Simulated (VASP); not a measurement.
PbS (NiAs type), 4 atoms in the cell. It takes space group P6_3/mmc (No. 194, hexagonal). Conventional cell: a = 3.354 Å, b = 3.354 Å, c = 7.447 Å, α = 90.00°, β = 90.00°, γ = 120.00°. Pb (site symmetry -3m) has 6 S at 2.69 Å and 6 Pb at 3.35 Å within 3.5 Å. Within 3.5 Å of S (site symmetry -6m2) lie 6 Pb at 2.69 Å and 6 S at 3.35 Å. 

* Program: VASP 6.6.1
* Task: single point
* Functional: PBE
* Potentials or basis: VASP PAW PBE potentials, release 64 (Pb_d, S)
* Cutoff: 520 eV
* k mesh: 10 × 10 × 6
* Occupations: fermi-dirac, width 0.1 eV
* Spin: no spin polarisation
* Dipole correction: no
* Further INCAR settings: ALGO = Normal; EDIFF = 1e-06; NBANDS = 28

Potentials or basis: VASP PAW PBE potentials, release 64 (Pb_d, S).

Launch:

```bash
$ cat potpaw_PBE.64/Pb_d/POTCAR potpaw_PBE.64/S/POTCAR > POTCAR
$ mpirun -np 1 vasp_std > vasp.out
```

Hardware: 1 thread of Intel Xeon 8259CL (shared host).

**Question.** How long does it take, and how much memory?

**Answer.** Wall time 2.9 min on 1 thread of Intel Xeon 8259CL (shared host), peak memory 0.25 GiB. Counts: scf iterations 13, k points 56.
